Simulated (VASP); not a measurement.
Runs of VASP 6.6.1 on Ti. The structure is that of space group P6_3/mmc (No. 194), or close to it. The cells are those of the table. 

```tsv
cell	gap on the mesh (eV)	pressure (GPa)
a = 2.950, b = 2.950, c = 4.750 Å, angles 90.0, 90.0, 120.0°, 2 atoms	none	(a)
a = 2.950, b = 2.950, c = 4.610 Å, angles 90.0, 90.0, 120.0°, 2 atoms	none	(b)
a = 2.950, b = 2.950, c = 4.540 Å, angles 90.0, 90.0, 120.0°, 2 atoms	none	-6.8
a = 2.950, b = 2.950, c = 4.820 Å, angles 90.0, 90.0, 120.0°, 2 atoms	none	-12.4
a = 2.950, b = 2.950, c = 4.680 Å, angles 90.0, 90.0, 120.0°, 2 atoms	none	-9.8
```

Alike in all rows: task single point; level LDA; potentials or basis VASP PAW LDA potentials, release 64 (Ti_sv); no spin polarisation; k mesh 13 × 13 × 8; cutoff (eV) 520; smearing gaussian 0.1 eV.

Question: Estimate the missing entries.

Answer: (a) -11.2; (b) -8.4.

A gap of «none» marks levels without a gap at the run's occupations.
